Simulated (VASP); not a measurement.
Write the native input for VASP 6.6.1 that does the following.

```yaml
Task: single point
Functional: PBE
Potentials_or_basis: VASP PAW PBE potentials, release 64 (K_sv, P)
Cutoff: 520 eV
k_mesh: 6 × 6 × 6
Occupations: gaussian, width 0.1 eV
Spin: no spin polarisation
Dipole_correction: no
Further_INCAR_settings: ALGO = Normal; EDIFF = 1e-07; NBANDS = 22
```

The structure of KP4 lies in POSCAR:

```
KP4
1.0
    1.6662545000     -5.4622914200      0.0000000000
    1.6662545000      5.4622914200      0.0000000000
    0.0000000000      0.0000000000      3.4662787200
K P
1 4
Direct
    0.5000000000      0.5000000000      0.0000000000
    0.0940261200      0.9059738800      0.5000000000
    0.9059738800      0.0940261200      0.5000000000
    0.1949989000      0.8050011000      0.0000000000
    0.8050011000      0.1949989000      0.0000000000
```

The input as run:

INCAR

```
SYSTEM = KP4
ALGO = Normal
EDIFF = 1E-7
ENCUT = 520
GGA = PE
ISIF = 2
ISMEAR = 0
LASPH = .True.
LCHARG = .False.
LREAL = .False.
LWAVE = .False.
NBANDS = 22
NELM = 80
PREC = Accurate
SIGMA = 0.1
```

KPOINTS

```
k-points
0
Gamma
  6 6 6
  0 0 0
```

Potentials or basis: VASP PAW PBE potentials, release 64 (K_sv, P).

Command:

```sh
$ cat potpaw_PBE.64/K_sv/POTCAR potpaw_PBE.64/P/POTCAR > POTCAR
$ mpirun -np 1 vasp_std > vasp.out
```

Results of the run:

```yaml
Pressure: 71.9 GPa
Largest_force: 2.140 eV/Å
```

Caveat: forces of over 1 eV/Å act on the atoms, so gaps and moduli don't describe the material at rest.

Run time: 97 s on 1 thread of Intel(R) Xeon(R) Platinum 8488C (Sapphire Rapids), on a shared host, peak memory 0.24 GiB.
